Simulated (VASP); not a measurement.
Runs of VASP 6.6.1 on Al2Cu. The structure is that of space group Fd-3m (No. 227), or close to it. The cells are those of the table. The cell was built from a structure type or drawn by symmetry, and may not be a known phase.

| task | cell | k mesh | cutoff (eV) | gap on the mesh (eV) | pressure (GPa) |
| --- | --- | --- | --- | --- | --- |
| single point | a = 7.403 Å, angles 60.0°, 6 atoms | 4 × 4 × 4 | 520 | none | (a) |
| relaxation of cell and atoms | relaxed from a = 7.403 Å, angles 60.0°, 6 atoms | 6 × 6 × 6 | 600 | none | 0.0 |
| single point | a = 5.228 Å, angles 60.0°, 6 atoms | 4 × 4 × 4 | 520 | none | 161.2 |
| single point | a = 7.438 Å, angles 60.0°, 6 atoms | 6 × 6 × 6 | 520 | none | 0.1 |

Alike in all rows: level PBE; potentials or basis VASP PAW PBE potentials, release 64 (Al, Cu); no spin polarisation; smearing gaussian 0.1 eV.

Problem. Fill in the values left out.

Solution. (a) 0.2.

Caveats: some runs use coarse meshes; atoms lie so close that the PAW spheres overlap strongly, which falsifies energies and pressures (at least some runs).

A gap of «none» marks levels without a gap at the run's occupations.
